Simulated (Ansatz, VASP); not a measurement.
**One calculation of AlOs3, two programs**

The input INCAR:

```
SYSTEM = AlOs3
PREC = Accurate
ENCUT = 600
EDIFF = 1E-6
ISMEAR = 0
SIGMA = 0.1
LREAL = .False.
LASPH = .True.
NELM = 100
ALGO = Normal
ISIF = 3
LWAVE = .False.
LCHARG = .False.
GGA = PE
IBRION = 2
NSW = 100
EDIFFG = -0.01
```

File KPOINTS:

```
regular mesh
0
Gamma
  12 12 12
  0 0 0
```

The input POSCAR:

```
AlOs3
1.0
    3.8624992279      0.0000000000      0.0000000000
    0.0000000000      3.8624992279      0.0000000000
    0.0000000000      0.0000000000      3.8624992279
Al Os
1 3
Direct
    0.0000000000      0.0000000000      0.0000000000
    0.0000000000      0.5000000000      0.5000000000
    0.5000000000      0.0000000000      0.5000000000
    0.5000000000      0.5000000000      0.0000000000
```

Input for Ansatz:

```yaml
crystal:
  lattice:
    - [3.8624992279, 0.0, 0.0]
    - [0.0, 3.8624992279, 0.0]
    - [0.0, 0.0, 3.8624992279]
  atoms:
    - { symbol: Al, position: [0.0, 0.0, 0.0] }
    - { symbol: Os, position: [0.0, 0.5, 0.5] }
    - { symbol: Os, position: [0.5, 0.0, 0.5] }
    - { symbol: Os, position: [0.5, 0.5, 0.0] }
basis:
  ecutwfc: 420
kpoints:
  mp_grid: { grid: [12, 12, 12] }
hamiltonian:
  xc: pbe
scf:
  occupations: { method: gaussian, width: 0.1 }
output:
  forces: true
  stress: true
  eigenvalues: true
relax:
  adjacent_minimum: "off"
  f_tol: 0.01
  max_steps: 80
  cell: { stress_tol: 0.05 }
```

Alike in both runs: task relaxation of cell and atoms; functional PBE; k mesh 12 × 12 × 12; occupations gaussian, width 0.1 eV; no spin polarisation.

|  | VASP | Ansatz |
| --- | --- | --- |
| version | VASP 6.6.1 | Ansatz 0.2.0 |
| potentials or method | VASP PAW PBE potentials, release 64 (Al, Os), cutoff 600 eV | scalar-relativistic, plane waves, PAW |
| valence electrons in the cell | 27 | 51 |

```csv
,VASP,Ansatz,Ansatz less VASP
"gap on the k mesh at the Fermi level, each at its own relaxed structure (eV)",none,none,-
relaxed volume (Å³/atom),14.39,14.38,-0.009
relaxed length of the cell vector where the two differ most in proportion (Å),3.861,3.861,-0.0008
```

A gap of «none» marks a metal or a gap that the smearing closes. VASP's potentials hold 27 valence electrons a cell and Ansatz's 51, so a difference there can come from the potentials and not from the codes.

Neither program's run includes spin-orbit coupling.
